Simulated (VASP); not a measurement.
Wanted: the native input for a VASP 6.6.1 run.

- Task: single point
- Functional: PBEsol
- Potentials or basis: VASP PAW PBE potentials, release 64 (B, P)
- Cutoff: 520 eV
- k mesh: 10 × 10 × 10
- Occupations: gaussian, width 0.02 eV
- Spin: no spin polarisation
- Dipole correction: no
- Further INCAR settings: ALGO = Normal; EDIFF = 1e-07; NBANDS = 11

The structure of BP lies in POSCAR:

```
BP
1.0
    0.0000000000      2.2513375631      2.2513375631
    2.2513375631      0.0000000000      2.2513375631
    2.2513375631      2.2513375631      0.0000000000
B P
1 1
Direct
    0.0000000000      0.0000000000      0.0000000000
    0.2500000000      0.2500000000      0.2500000000
```

The input as run:

INCAR

```
ALGO = Normal
EDIFF = 1E-7
ENCUT = 520
GGA = PS
ISIF = 2
ISMEAR = 0
LASPH = True
LCHARG = False
LREAL = False
LWAVE = False
NBANDS = 11
NELM = 80
PREC = Accurate
SIGMA = 0.02
```

KPOINTS

```
k-points
0
Gamma
  10 10 10
```

Potentials or basis: VASP PAW PBE potentials, release 64 (B, P).

Launch:

```sh
$ cat potpaw_PBE.64/B/POTCAR potpaw_PBE.64/P/POTCAR > POTCAR
$ mpirun -np 1 vasp_std > vasp.out
```

It gave:

```
Pressure               : 2.1 GPa
Band gap on the k mesh : 1.10 eV, indirect (least direct gap 3.39 eV)
```

Caveat: the PAW data sets were made with another functional, which shifts forces and pressure a little.

Wall time 6.1 s on 1 thread of Intel(R) Xeon(R) Platinum 8488C (Sapphire Rapids) (shared host), peak memory 0.13 GiB.
